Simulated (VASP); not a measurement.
**GaN: single point with PBE**

The system is GaN, a wire with vacuum.

```xyz
2
Lattice="9.0000 0.0000 0.0000 0.0000 9.3000 0.0000 0.0000 0.0000 3.5452" Properties=species:S:1:pos:R:3 pbc="T T T"
Ga    4.5000    4.6500    0.0000
N     4.5000    4.6500    1.6485
```

```json
{
  "Program": "VASP 6.6.1",
  "Task": "single point",
  "Functional": "PBE",
  "Potentials or basis": "VASP PAW PBE potentials, release 64 (Ga_d, N)",
  "Cutoff": "520 eV",
  "k mesh": "1 × 1 × 18",
  "Occupations": "gaussian, width 0.05 eV",
  "Spin": "collinear spin, ferromagnetic start",
  "Starting moments": "[0.5, 0.5] μB",
  "Dipole correction": "no",
  "Further INCAR settings": "ALGO = Normal; EDIFF = 1e-06; NBANDS = 20"
}
```

```yaml
Largest_force: 4.767 eV/Å
Band_gap_on_the_k_mesh: 0.97 eV (least direct gap 2.45 eV)
Net_moment: 0.00 μB per cell
Valence_electrons_inside_the_program's_atomic_spheres: Ga 11.78; N 3.67
```

Forces on the atoms (eV/Å):
```
Ga   0.000  0.000 -4.767
N    0.000  0.000  4.767
```

Levels at points of the mesh, in eV from the valence-band top:
Spin up:
| k point | band 7 | band 8 | band 9 | band 10 | band 11 | band 12 |
| --- | --- | --- | --- | --- | --- | --- |
| (0.00, 0.00, 0.00) | -3.47 | -1.48 | -1.48 | 0.97 | 4.85 | 5.33 |
| (0.00, 0.00, 0.50) | -6.22 | 0.00 | 0.00 | 3.74 | 3.74 | 5.65 |
Spin down:
```tsv
k point	band 7	band 8	band 9	band 10	band 11	band 12
(0.00, 0.00, 0.00)	-3.47	-1.48	-1.48	0.97	4.84	5.33
(0.00, 0.00, 0.50)	-6.22	0.00	0.00	3.74	3.74	5.65
```

Wall time 5.3 min on 1 thread of Intel Xeon 8259CL, with other jobs on the host, peak memory 0.49 GiB.
